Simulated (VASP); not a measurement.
Sb:

```
Sb
1.0
     0.00000    2.40245    2.40245
     2.40245    0.00000    2.40245
     2.40245    2.40245    0.00000
Sb
1
Direct
  0.00000 0.00000 0.00000
```

Base run:

| Item | Value |
| --- | --- |
| Program | VASP 6.6.1 |
| Functional | PBE |
| Potentials or basis | VASP PAW PBE potentials, release 64 (Sb) |
| Cutoff | 520 eV |
| k mesh | 10 × 10 × 10 |
| Occupations | fermi-dirac, width 0.05 eV |
| Spin | no spin polarisation |

Its results: pressure -0.6 GPa.

The run is repeated on the same cell with these changes: functional from PBE to r2SCAN; further incar settings from ALGO = Normal; EDIFF = 1e-07; NBANDS = 8 to ALGO = Normal; EDIFF = 1e-06; NBANDS = 8. What comes out?

Pressure -1.3 GPa.

Caveats: the PAW data sets were made with another functional, which shifts forces and pressure a little (some runs).
